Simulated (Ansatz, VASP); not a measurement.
**One calculation of ZnS, two programs**

```
CELL_PARAMETERS angstrom
0.00000 2.72806 2.72806
2.72806 0.00000 2.72806
2.72806 2.72806 0.00000
ATOMIC_POSITIONS crystal
Zn 0.00000 0.00000 0.00000
S 0.75000 0.75000 0.75000
```

Alike in both runs: task single point; functional revPBE; k mesh 8 × 8 × 8; occupations gaussian, width 0.05 eV; no spin polarisation.

|  | VASP | Ansatz |
| --- | --- | --- |
| version | VASP 6.6.1 | Ansatz 0.2.0 |
| potentials or method | VASP PAW PBE potentials, release 64 (Zn, S), cutoff 520 eV | scalar-relativistic, plane waves, PAW |
| valence electrons in the cell | 18 | 18 |

|  | VASP | Ansatz | Ansatz less VASP |
| --- | --- | --- | --- |
| gap on the k mesh at the Fermi level (eV) | 2.11 | 2.11 | -0.001 |
| least direct gap on the mesh (eV) | 2.11 | 2.11 | -0.001 |
| pressure (GPa) | 1.5 | 1.3 | -0.11 |

VASP's potentials were made for PBE, not for revPBE.
